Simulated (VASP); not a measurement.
Input of a VASP 6.6.1 run:

The input INCAR:

```
SYSTEM = AlN
  ALGO = Normal
  EDIFF = 1E-7
  ENCUT = 520
  GGA = PE
  ISIF = 2
  ISMEAR = 0
  LASPH = .TRUE.
  LCHARG = .FALSE.
  LREAL = .FALSE.
  LWAVE = .FALSE.
  NBANDS = 26
  NELM = 100
  PREC = Accurate
  SIGMA = 0.05
```

File KPOINTS:

```
k-points
0
G
  8 8 8
  0 0 0
```

Contents of POSCAR:

```
AlN
1.0
   -3.1302395627      0.0000000000      0.0000000000
    0.0000000000      5.4217339625      0.0000000000
    1.5651197814     -2.7108669813     -5.0179796546
Al N
4 4
Direct
    0.9986821263      0.3372316498      0.9973642526
    0.4995891562      0.8277062994      0.9991783124
    0.2476532293      0.9144010869      0.4953064585
    0.7506180532      0.4172035289      0.5012361065
    0.8237347896      0.1555490432      0.6474695793
    0.2929939279      0.6278463410      0.5859878557
    0.0583643587      0.6696981739      0.1167287175
    0.5583643587      0.2803638769      0.1167287175
```

Potentials or basis: VASP PAW PBE potentials, release 64 (Al, N).

Command:

```sh
$ cat potpaw_PBE.64/Al/POTCAR potpaw_PBE.64/N/POTCAR > POTCAR
$ mpirun -np 1 vasp_std > vasp.out
```

**Question.** Predict the largest force.

**Answer.** 12.222 eV/Å.

**Question.** Estimate the band gap on the k mesh.

**Answer.** 3.26 eV.

Stress tensor (GPa, compression positive):
```
 7.06  0.00  0.00
 0.00 14.93 -6.80
 0.00 -6.80  8.01
```

Caveat: the cell differs from its parent crystal (atoms displaced along a vibrational mode); the cell stands under pressure; forces of over 1 eV/Å act on the atoms, so gaps and moduli don't describe the material at rest. A k mesh can miss the band edges.
